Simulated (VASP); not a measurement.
# CaSe (l.bB) (Fm-3m) in VASP: notebook

CaSe (l.bB) is run at these levels: LDA; tasks: single point, relaxation of cell and atoms.

Program: VASP 6.6.1. These are calculated values, not measurements. Logs are shortened: lines on timing, memory, paths and dates and some standing lists are left out, and cuts for length are marked.

## Step 1: The cell of the first run

The structure is cubic, space group Fm-3m (No. 225). Conventional cell: a = 5.790 Å, b = 5.790 Å, c = 5.790 Å, α = 90.00°, β = 90.00°, γ = 90.00°. Within 3.8 Å of Ca (site symmetry m-3m) lie 6 Se at 2.90 Å. Se (site symmetry m-3m) has 6 Ca at 2.90 Å within 3.8 Å.

## Step 2: Single point, LDA

The input, INCAR:

```
  PREC = Accurate
  ENCUT = 500
  EDIFF = 1E-6
  ISMEAR = 0
  SIGMA = 0.02
  LREAL = False
  LASPH = True
  NELM = 120
  ALGO = Normal
  ISIF = 2
  LWAVE = False
  LCHARG = True
  LELF = True
  LVHAR = True
  NBANDS = 15
  GGA_COMPAT = False
```

The input, KPOINTS:

```
Automatic mesh
0
Gamma
  8 8 8
```

The input, POSCAR:

```
CaSe
1.0
    0.0000000000      2.8951827216      2.8951827216
    2.8951827216      0.0000000000      2.8951827216
    2.8951827216      2.8951827216      0.0000000000
Ca Se
1 1
Direct
    0.0000000000      0.0000000000      0.0000000000
    0.5000000000      0.5000000000      0.5000000000
```

Potentials or basis: VASP PAW LDA potentials, release 64 (Ca_sv, Se).

Started as:

```console
$ cat potpaw_LDA.64/Ca_sv/POTCAR potpaw_LDA.64/Se/POTCAR > POTCAR
$ mpirun -np 1 vasp_std > vasp.out
```

OUTCAR:

```text
PREC = Accurate
   ENCUT = 500
   EDIFF = 1E-6
   ISMEAR = 0
   LREAL = False
   LASPH = True
   NELM = 120
   ISIF = 2

 ion  position               nearest neighbor table
   1  0.000  0.000  0.000-   2 2.90   2 2.90   2 2.90   2 2.90   2 2.90   2 2.90
   2  0.500  0.500  0.500-   1 2.90   1 2.90   1 2.90   1 2.90   1 2.90   1 2.90

  LATTYP: Found a face centered cubic cell.
 ALAT       =     5.7903654432

  Lattice vectors:

 A1 = (   0.0000000000,   2.8951827216,   2.8951827216)
 A2 = (   2.8951827216,   0.0000000000,   2.8951827216)
 A3 = (   2.8951827216,   2.8951827216,   0.0000000000)

Analysis of symmetry for initial positions (statically):
=====================================================================
 Subroutine PRICEL returns:
 Original cell was already a primitive cell.

 Routine SETGRP: Setting up the symmetry group for a
 face centered cubic supercell.

 Subroutine GETGRP returns: Found 48 space group operations
 (whereof 48 operations were pure point group operations)
 out of a pool of 48 trial point group operations.

The static configuration has the point symmetry O_h .

Analysis of symmetry for dynamics (positions and initial velocities):
=====================================================================
 Subroutine PRICEL returns:
 Original cell was already a primitive cell.

 Routine SETGRP: Setting up the symmetry group for a
 face centered cubic supercell.

 Subroutine GETGRP returns: Found 48 space group operations
 (whereof 48 operations were pure point group operations)
 out of a pool of 48 trial point group operations.

The dynamic configuration has the point symmetry O_h .

 Subroutine INISYM returns: Found 48 space group operations
 (whereof 48 operations are pure point group operations),
 and found     1 'primitive' translations

----------------------------------------------------------------------------------------

                                     Primitive cell

  volume of cell :      48.5353

  direct lattice vectors                    reciprocal lattice vectors
     0.000000000  2.895182722  2.895182722    -0.172700671  0.172700671  0.172700671
     2.895182722  0.000000000  2.895182722     0.172700671 -0.172700671  0.172700671
     2.895182722  2.895182722  0.000000000     0.172700671  0.172700671 -0.172700671

  length of vectors
     4.094406670  4.094406670  4.094406670     0.299126337  0.299126337  0.299126337

  position of ions in fractional coordinates (direct lattice)
     0.000000000  0.000000000  0.000000000
     0.500000000  0.500000000  0.500000000

  ion indices of the primitive-cell ions
   primitive index   ion index
                 1           1
                 2           2
[... 86 lines left out ...]
   EFERMI =   0.00;   METHOD = LEGACY
   ISMEAR =     0;   SIGMA  =   0.02  broadening in eV -4-tet -1-fermi 0-gaus
   EFERMI_NEDOS =   21; number of points for ismear=-14 and -15
   IALGO  =     38    algorithm
   IMIX   =      4    mixing-type and parameters
     AMIX     =   0.40;   BMIX     =  1.00
     AMIX_MAG =   1.60;   BMIX_MAG =  1.00
  volume/ion in A,a.u.               =      24.27       163.77
  Fermi-wavevector in a.u.,A,eV,Ry     =   1.130912  2.137114 17.401337  1.278962
  Thomas-Fermi vector in A             =   2.267610
   LORBIT       =      0    0 simple, 1 ext, 2 COOP (PROOUT), +10 PAW based schemes
   GGA     = CA    functional components
   LHFCALC =     F    Hartree Fock is set to
   AEXX    =    0.0000 exact exchange contribution
   IVDW    =     0    specifies the selected vdW correction
   LEPSILON=     F    determine dielectric tensor
   LRPA    =     F    only Hartree local field effects (RPA)
 non-spin polarized calculation
 Gauss-broadening in eV      SIGMA  =   0.02
  energy-cutoff  :      500.00
  volume of cell :       48.54
 maximum number of plane-waves:      1249
 NGX is ok and might be reduce to    30
   NGX = 15   NGY = 15   NGZ = 15

 number of electron      15.9999999 magnetization

 Free energy of the ion-electron system (eV)
  ---------------------------------------------------
  ext. energy  EPLUGINS =         0.00000000
  ---------------------------------------------------
  free energy    TOTEN  =       -10.58342358 eV

  energy without entropy =      -10.58342358  energy(sigma->0) =      -10.58342358

 E-fermi :   3.0325     XC(G=0):  -9.7678

 val. band max:        2.8196311468   @ k =   0.0000   0.0000   0.0000
 cond. band min:       4.5147286361   @ k =   0.5000   0.5000   0.0000
 fundamental gap:      1.6950974894
 Fermi energy:         3.0324980548

 k-point     1 :       0.0000    0.0000    0.0000
  band No.  band energies     occupation
      1     -36.2769      2.00000
      2     -17.5801      2.00000
      3     -17.5801      2.00000
      4     -17.5801      2.00000
      5      -9.2512      2.00000
      6       2.8196      2.00000
      7       2.8196      2.00000
      8       2.8196      2.00000
      9       6.2827      0.00000
     10       6.3289      0.00000
     11       6.3289      0.00000
     12       6.3289      0.00000
     13       7.0051      0.00000
     14       7.0051      0.00000
[... 401 lines left out ...]
      2     -17.7142      2.00000
      3     -17.6262      2.00000
      4     -17.6034      2.00000
      5      -8.4430      2.00000
      6      -0.2777      2.00000
      7       1.0133      2.00000
      8       1.4238      2.00000
      9       7.2177      0.00000
     10       7.5028      0.00000
     11       8.5629      0.00000
     12       8.9341      0.00000
     13       9.3037      0.00000
     14      10.2021      0.00000
     15      11.7698      0.00000

 [... further k-points ...]

------------------------ aborting loop because EDIFF is reached ----------------------------------------

  FORCE on cell =-STRESS in cart. coord.  units (eV):
  Direction    XX          YY          ZZ          XY          YZ          ZX
  --------------------------------------------------------------------------------------
  -------------------------------------------------------------------------------------
  Total        0.0951318      0.0951318      0.0951318      0.0000000      0.0000000      0.0000000
  in kB        3.1403527      3.1403527      3.1403527      0.0000000      0.0000000      0.0000000
  external PRESSURE =       3.1403527 kB  Pullay stress =       0.0000000 kB

 VOLUME and BASIS-vectors are now :
 -----------------------------------------------------------------------------
  energy-cutoff  :      500.00
  volume of cell :       48.54
      direct lattice vectors                 reciprocal lattice vectors
     0.000000000  2.895182722  2.895182722    -0.172700671  0.172700671  0.172700671
     2.895182722  0.000000000  2.895182722     0.172700671 -0.172700671  0.172700671
     2.895182722  2.895182722  0.000000000     0.172700671  0.172700671 -0.172700671

 POSITION                                       TOTAL-FORCE (eV/Angst)
 -----------------------------------------------------------------------------------
      0.00000      0.00000      0.00000         0.000000      0.000000      0.000000
      2.89518      2.89518      2.89518         0.000000      0.000000     -0.000000
 -----------------------------------------------------------------------------------
    total drift:                               -0.000000      0.000000      0.000000

  FREE ENERGIE OF THE ION-ELECTRON SYSTEM (eV)
  ---------------------------------------------------
  free  energy   TOTEN  =       -10.5834235793 eV

  energy  without entropy=      -10.5834235793  energy(sigma->0) =      -10.58342358
```

OSZICAR:

```text
N       E                     dE             d eps       ncg     rms          rms(c)
DAV:   1     0.105453278377E+03    0.10545E+03   -0.73596E+03   870   0.963E+02
DAV:   2    -0.644819086286E+01   -0.11190E+03   -0.10613E+03  1080   0.244E+02
DAV:   3    -0.105782888082E+02   -0.41301E+01   -0.40962E+01  1130   0.460E+01
DAV:   4    -0.107752227262E+02   -0.19693E+00   -0.19682E+00  1291   0.815E+00
DAV:   5    -0.107763781506E+02   -0.11554E-02   -0.11554E-02  1067   0.697E-01    0.440E+00
DAV:   6    -0.106158120864E+02    0.16057E+00   -0.17223E-01  1059   0.226E+00    0.259E+00
DAV:   7    -0.105851320536E+02    0.30680E-01   -0.79857E-02  1114   0.190E+00    0.779E-01
DAV:   8    -0.105834635564E+02    0.16685E-02   -0.80436E-03  1031   0.730E-01    0.103E-01
DAV:   9    -0.105834132965E+02    0.50260E-04   -0.49609E-04  1077   0.244E-01    0.390E-02
DAV:  10    -0.105834230637E+02   -0.97671E-05   -0.91477E-05  1060   0.579E-02    0.175E-02
DAV:  11    -0.105834235793E+02   -0.51568E-06   -0.95796E-06  1082   0.270E-02
   1 F= -.10583424E+02 E0= -.10583424E+02  d E =-.419787E-53
```

Run time: 26 s. Hardware: 1 thread of Intel Xeon 8259CL, shared host; peak memory 0.16 GiB.

Results:

```
Free energy            : -10.5834 eV
Pressure               : 0.3 GPa
Band gap on the k mesh : 1.70 eV, indirect (least direct gap 2.70 eV)
```

Levels at points of the mesh, in eV from the valence-band top:
| k point | band 4 | band 5 | band 6 | band 7 | band 8 | band 9 | band 10 | band 11 | band 12 | band 13 |
| --- | --- | --- | --- | --- | --- | --- | --- | --- | --- | --- |
| (0.00, 0.00, 0.00) | -20.40 | -12.07 | 0.00 | 0.00 | 0.00 | 3.46 | 3.51 | 3.51 | 3.51 | 4.19 |
| (0.50, 0.00, 0.00) | -20.41 | -11.23 | -3.60 | -1.38 | -1.38 | 4.48 | 5.49 | 5.50 | 5.50 | 7.82 |
| (0.50, 0.50, 0.00) | -20.45 | -11.42 | -2.71 | -1.00 | -1.00 | 1.70 | 5.03 | 5.13 | 6.10 | 6.10 |

A k mesh can miss the band edges. Expect the measured gap to be larger: semilocal functionals such as LDA lack the derivative discontinuity.

## Step 3: Single point, LDA

The input, INCAR:

```
PREC = Accurate ; ENCUT = 500
EDIFF = 1E-6 ; ISMEAR = 0
SIGMA = 0.02 ; LREAL = F
LASPH = T ; NELM = 120
ALGO = Normal ; ISIF = 2
LWAVE = F ; LCHARG = F
GGA = CA ; NBANDS = 15
GGA_COMPAT = F
```

KPOINTS is that of step 2.

POSCAR is that of step 2.

Potentials or basis: VASP PAW LDA potentials, release 64 (Ca_sv, Se).

Started as:

```console
$ cat potpaw_LDA.64/Ca_sv/POTCAR potpaw_LDA.64/Se/POTCAR > POTCAR
$ mpirun -np 1 vasp_std > vasp.out
```

OUTCAR:

```text
PREC = Accurate
   ENCUT = 500
   EDIFF = 1E-6
   ISMEAR = 0
   LREAL = F
   LASPH = T
   NELM = 120
   ISIF = 2
   GGA = CA

 ion  position               nearest neighbor table
   1  0.000  0.000  0.000-   2 2.90   2 2.90   2 2.90   2 2.90   2 2.90   2 2.90
   2  0.500  0.500  0.500-   1 2.90   1 2.90   1 2.90   1 2.90   1 2.90   1 2.90

  LATTYP: Found a face centered cubic cell.
 ALAT       =     5.7903654432

  Lattice vectors:

 A1 = (   0.0000000000,   2.8951827216,   2.8951827216)
 A2 = (   2.8951827216,   0.0000000000,   2.8951827216)
 A3 = (   2.8951827216,   2.8951827216,   0.0000000000)

Analysis of symmetry for initial positions (statically):
=====================================================================
 Subroutine PRICEL returns:
 Original cell was already a primitive cell.

 Routine SETGRP: Setting up the symmetry group for a
 face centered cubic supercell.

 Subroutine GETGRP returns: Found 48 space group operations
 (whereof 48 operations were pure point group operations)
 out of a pool of 48 trial point group operations.

The static configuration has the point symmetry O_h .

Analysis of symmetry for dynamics (positions and initial velocities):
[... 168 lines left out ...]
  band No.  band energies     occupation
      1     -36.2769      2.00000
      2     -17.5801      2.00000
      3     -17.5801      2.00000
      4     -17.5801      2.00000
      5      -9.2512      2.00000
      6       2.8196      2.00000
      7       2.8196      2.00000
      8       2.8196      2.00000
      9       6.2827      0.00000
     10       6.3289      0.00000
     11       6.3289      0.00000
     12       6.3289      0.00000
     13       7.0051      0.00000
     14       7.0051      0.00000
[... 401 lines left out ...]
      2     -17.7142      2.00000
      3     -17.6262      2.00000
      4     -17.6034      2.00000
      5      -8.4430      2.00000
      6      -0.2777      2.00000
      7       1.0133      2.00000
      8       1.4238      2.00000
      9       7.2177      0.00000
     10       7.5028      0.00000
     11       8.5629      0.00000
     12       8.9341      0.00000
     13       9.3037      0.00000
     14      10.2021      0.00000
     15      11.7698      0.00000

 [... further k-points ...]
[... 5 lines left out ...]
  --------------------------------------------------------------------------------------
  -------------------------------------------------------------------------------------
  Total        0.0951318      0.0951318      0.0951318      0.0000000      0.0000000      0.0000000
  in kB        3.1403527      3.1403527      3.1403527      0.0000000      0.0000000      0.0000000
  external PRESSURE =       3.1403527 kB  Pullay stress =       0.0000000 kB

 VOLUME and BASIS-vectors are now :
 -----------------------------------------------------------------------------
  energy-cutoff  :      500.00
  volume of cell :       48.54
      direct lattice vectors                 reciprocal lattice vectors
     0.000000000  2.895182722  2.895182722    -0.172700671  0.172700671  0.172700671
     2.895182722  0.000000000  2.895182722     0.172700671 -0.172700671  0.172700671
     2.895182722  2.895182722  0.000000000     0.172700671  0.172700671 -0.172700671

 POSITION                                       TOTAL-FORCE (eV/Angst)
 -----------------------------------------------------------------------------------
      0.00000      0.00000      0.00000         0.000000      0.000000      0.000000
      2.89518      2.89518      2.89518         0.000000      0.000000     -0.000000
 -----------------------------------------------------------------------------------
    total drift:                               -0.000000      0.000000      0.000000

  FREE ENERGIE OF THE ION-ELECTRON SYSTEM (eV)
  ---------------------------------------------------
  free  energy   TOTEN  =       -10.5834235793 eV

  energy  without entropy=      -10.5834235793  energy(sigma->0) =      -10.58342358
```

stdout:

```text
POSCAR found type information on POSCAR CaSe
 POSCAR found :  2 types and       2 ions
 scaLAPACK will be used
 LDA part: xc-table for (Slater(with rela. corr.)+CA(PZ))
 , standard interpolation
 POSCAR, INCAR and KPOINTS ok, starting setup
 FFT: planning ... GRIDC
 FFT: planning ... GRID_SOFT
 FFT: planning ... GRID
 WAVECAR not read
 entering main loop
```

It took 28 s on 1 thread of Intel Xeon 8259CL, shared host; peak memory 0.16 GiB.

What came out:

```
Free energy            : -10.5834 eV
Pressure               : 0.3 GPa
Band gap on the k mesh : 1.70 eV, indirect (least direct gap 2.70 eV)
```

A k mesh can miss the band edges. LDA gaps usually lie below the measured ones, often by a third to a half.

## Step 4: Relaxation of cell and atoms, LDA

This run uses another cell than the first one, of 25.54 Å³/atom, 1.053 times its volume.

The input, INCAR:

```
PREC     = Accurate       # precision mode
ENCUT    = 500            # plane-wave cutoff, eV
EDIFF    = 1E-7           # SCF threshold, eV
ISMEAR   = 0              # smearing method
SIGMA    = 0.02           # smearing width, eV
LREAL    = F              # projectors in reciprocal space
LASPH    = T              # aspherical terms in the spheres
NELM     = 120            # most SCF steps
ALGO     = Normal         # electronic algorithm
ISIF     = 3              # what is computed and relaxed
LWAVE    = F              # write WAVECAR
LCHARG   = F              # write CHGCAR
IBRION   = 2              # ionic algorithm
NSW      = 100            # ionic steps
EDIFFG   = -0.002         # ionic threshold
GGA_COMPAT= F            
NELMIN   = 4
```

The input, KPOINTS:

```
regular mesh
0
Gamma
  8 8 8
```

The input, POSCAR:

```
CaSe
1.0
    0.0000000000      2.9450000000      2.9450000000
    2.9450000000      0.0000000000      2.9450000000
    2.9450000000      2.9450000000      0.0000000000
Ca Se
1 1
Direct
    0.0000000000      0.0000000000      0.0000000000
    0.5000000000      0.5000000000      0.5000000000
```

Started as:

```console
$ cat potpaw_LDA.64/Ca_sv/POTCAR potpaw_LDA.64/Se/POTCAR > POTCAR
$ mpirun -np 1 vasp_std > vasp.out
```

Run time: 64 s. Hardware: 1 thread of Intel Xeon 8259CL, shared host; peak memory 0.17 GiB.

Results (log left out):

```
Free energy                            : -10.5842 eV
Relaxed volume                         : 24.40 Å³/atom
Relaxed cell                           : a = 4.102 Å, b = 4.102 Å, c = 4.102 Å, α = 60.00°, β = 60.00°, γ = 60.00°
Space group after relaxing (to 0.05 Å) : Fm-3m (No. 225)
Energy gained by relaxing              : 8.9 meV/atom
Ionic steps                            : 3
Pressure after relaxing                : 0.0 GPa
Band gap on the k mesh                 : 1.71 eV, indirect (least direct gap 2.71 eV)
```

The path:
| step | energy change (eV) | largest force (eV/Å) | pressure (GPa) | volume (Å³) |
| --- | --- | --- | --- | --- |
| 1 | 0.0000 | 0.0000 | -2.39 | 51.08 |
| 2 | -0.0169 | 0.0000 | 0.57 | 48.32 |
| 3 | -0.0177 | 0.0000 | 0.00 | 48.79 |

Final structure:
```cif
data_structure
_symmetry_space_group_name_H-M 'P 1'
_symmetry_Int_Tables_number 1
_cell_length_a 4.1017
_cell_length_b 4.1017
_cell_length_c 4.1017
_cell_angle_alpha 60.000
_cell_angle_beta 60.000
_cell_angle_gamma 60.000
_cell_volume 48.79
loop_
_atom_site_label
_atom_site_type_symbol
_atom_site_fract_x
_atom_site_fract_y
_atom_site_fract_z
_atom_site_occupancy
Ca1 Ca 0.00000 0.00000 0.00000 1
Se1 Se 0.50000 0.50000 0.50000 1
```

Levels at points of the mesh, in eV from the valence-band top:
```csv
k point,band 4,band 5,band 6,band 7,band 8,band 9,band 10,band 11,band 12
"(0.00, 0.00, 0.00)",-20.41,-12.05,0.00,0.00,0.00,3.43,3.51,3.51,3.51
"(0.50, 0.00, 0.00)",-20.42,-11.22,-3.58,-1.36,-1.36,4.47,5.48,5.49,5.49
"(0.50, 0.50, 0.00)",-20.46,-11.40,-2.70,-1.00,-1.00,1.71,5.02,5.11,6.08
```
